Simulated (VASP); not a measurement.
Runs of VASP 6.6.1 on NiF. The structure is that of space group F-43m (No. 216), or close to it. The cells are those of the table. 

```csv
cell,gap on the mesh (eV),pressure (GPa),moment (μB)
"a = 3.257 Å, angles 60.0°, 2 atoms",none,12.0,1.15
"a = 3.280 Å, angles 60.0°, 2 atoms",none,9.5,1.16
"a = 3.302 Å, angles 60.0°, 2 atoms",none,7.2,1.16
"a = 3.367 Å, angles 60.0°, 2 atoms",none,(a),1.18
"a = 3.345 Å, angles 60.0°, 2 atoms",none,3.6,1.18
"a = 3.235 Å, angles 60.0°, 2 atoms",none,(b),1.14
"a = 3.324 Å, angles 60.0°, 2 atoms",none,(c),1.17
```

Alike in all rows: task single point; level PBE; potentials or basis VASP PAW PBE potentials, release 64 (Ni, F); spin collinear, ferromagnetic start; k mesh 10 × 10 × 10; cutoff (eV) 520; smearing fermi-dirac 0.05 eV.

**Question.** Fill in the values left out.

**Answer.** (a) 2.0; (b) 14.7; (c) 5.4.

Caveats: a cell with one magnetic atom can't hold antiferromagnetic order, which such compounds often take; semilocal functionals often make such compounds metallic where correlation or magnetic order opens a gap, which also shifts bond lengths; the cell stands under pressure (at least some runs).

A gap of «none» marks levels without a gap at the run's occupations.
